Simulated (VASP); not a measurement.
Set up this calculation in VASP 6.6.1, as the native input.

```
Task                   : single point
Functional             : PBEsol
Potentials or basis    : VASP PAW PBE potentials, release 64 (Na_pv)
Cutoff                 : 520 eV
k mesh                 : 8 × 8 × 5
Occupations            : fermi-dirac, width 0.1 eV
Spin                   : no spin polarisation
Dipole correction      : no
Further INCAR settings : ALGO = Normal; EDIFF = 1e-07; NBANDS = 22
```

The structure of Na lies in POSCAR:

```
Na
1.0
    3.7066709484      0.0000000000      0.0000000000
   -1.8533354742      3.2100712048      0.0000000000
    0.0000000000      0.0000000000     11.8088788247
Na
4
Direct
    0.0000000000      0.0000000000      0.0000000000
    0.0000000000      0.0000000000      0.5000000000
    0.3333333333      0.6666666667      0.2500000000
    0.6666666667      0.3333333333      0.7500000000
```

This isn't the form of Na at room conditions, which is bcc.

One way to write it, as run:

INCAR

```
SYSTEM = Na
ALGO = Normal ; EDIFF = 1E-7
ENCUT = 520 ; GGA = PS
ISIF = 2 ; ISMEAR = -1
LASPH = .True. ; LCHARG = .False.
LREAL = .False. ; LWAVE = .False.
NBANDS = 22 ; NELM = 80
PREC = Accurate ; SIGMA = 0.1
```

KPOINTS

```
k-points
0
Gamma
  8 8 5
  0 0 0
```

Potentials or basis: VASP PAW PBE potentials, release 64 (Na_pv).

Launch:

```bash
$ cat potpaw_PBE.64/Na_pv/POTCAR > POTCAR
$ mpirun -np 1 vasp_std > vasp.out
```

It gave:

The pressure is 0.3 GPa. The band gap on the k mesh is zero (bands 14 and 15 overlap by 3.34 eV).

Caveat: the PAW data sets were made with another functional, which shifts forces and pressure a little.

It took 31 s on 1 thread of Intel(R) Xeon(R) 6975P-C (Granite Rapids), on a shared host, peak memory 0.26 GiB.
